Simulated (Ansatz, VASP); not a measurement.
**One calculation of SiNi3, two programs**

Contents of INCAR:

```
  ALGO = Normal
  EDIFF = 1E-7
  ENCUT = 520
  ISIF = 2
  ISMEAR = -1
  ISPIN = 2
  LASPH = True
  LCHARG = False
  LMAXMIX = 4
  LORBIT = 11
  LREAL = False
  LWAVE = False
  MAGMOM = 1 1 1 0
  NBANDS = 29
  NELM = 150
  PREC = Accurate
  SIGMA = 0.05
```

Contents of KPOINTS:

```
k-points
0
Gamma
  8 8 8
```

File POSCAR:

```
SiNi3
1.0
    3.5886106083      0.0000000000      0.0000000000
    0.0000000000      3.5886106083      0.0000000000
    0.0000000000      0.0000000000      3.5886106083
Ni Si
3 1
Direct
    0.5000000000      0.5000000000      0.0000000000
    0.5000000000      0.0000000000      0.5000000000
    0.0000000000      0.5000000000      0.5000000000
    0.0000000000      0.0000000000      0.0000000000
```

Contents of input.yaml:

```yaml
crystal:
  lattice:
    - [3.5886106083, 0.0, 0.0]
    - [0.0, 3.5886106083, 0.0]
    - [0.0, 0.0, 3.5886106083]
  atoms:
    - { symbol: Ni, position: [0.5, 0.5, 0.0], spin: 1.0 }
    - { symbol: Ni, position: [0.5, 0.0, 0.5], spin: 1.0 }
    - { symbol: Ni, position: [0.0, 0.5, 0.5], spin: 1.0 }
    - { symbol: Si, position: [0.0, 0.0, 0.0] }
hamiltonian:
  xc: lda
  pseudopotentials: { kind: paw }
magnetization:
  spin_polarized: true
kpoints:
  mp_grid: { grid: [8, 8, 8] }
scf:
  occupations: { method: fermi_dirac, width: 0.05 }
output:
  forces: true
  stress: true
  eigenvalues: true
  write_density: true
  write_potential: true
  elf: true
  volumetric_format: npy
```

Alike in both runs: task single point; functional LDA; k mesh 8 × 8 × 8; occupations fermi-dirac, width 0.05 eV; collinear spin.

|  | VASP | Ansatz |
| --- | --- | --- |
| version | VASP 6.6.1 | Ansatz 0.2.0 |
| potentials or method | VASP PAW LDA potentials, release 64 (Ni, Si) | Ansatz PAW |
| plane-wave cutoff (eV) | 520 | 420 |
| valence electrons in the cell | 34 | 58 |

VASP gave:

```
gap on the k mesh at the Fermi level (eV) : none
pressure (GPa)                            : -25.4
net moment per atom (μB)                  : 0.00
```

Q: Estimate Ansatz's values.

A: gap on the k mesh at the Fermi level (eV): none; pressure (GPa): -25.7; net moment per atom (μB): 0.00.

LDA's correlation is that of Perdew and Zunger in VASP and of Perdew and Wang (1992) in Ansatz. A gap of «none» marks a metal or a gap that the smearing closes. VASP's potentials hold 34 valence electrons a cell and Ansatz's 58, so a difference there can come from the potentials and not from the codes.
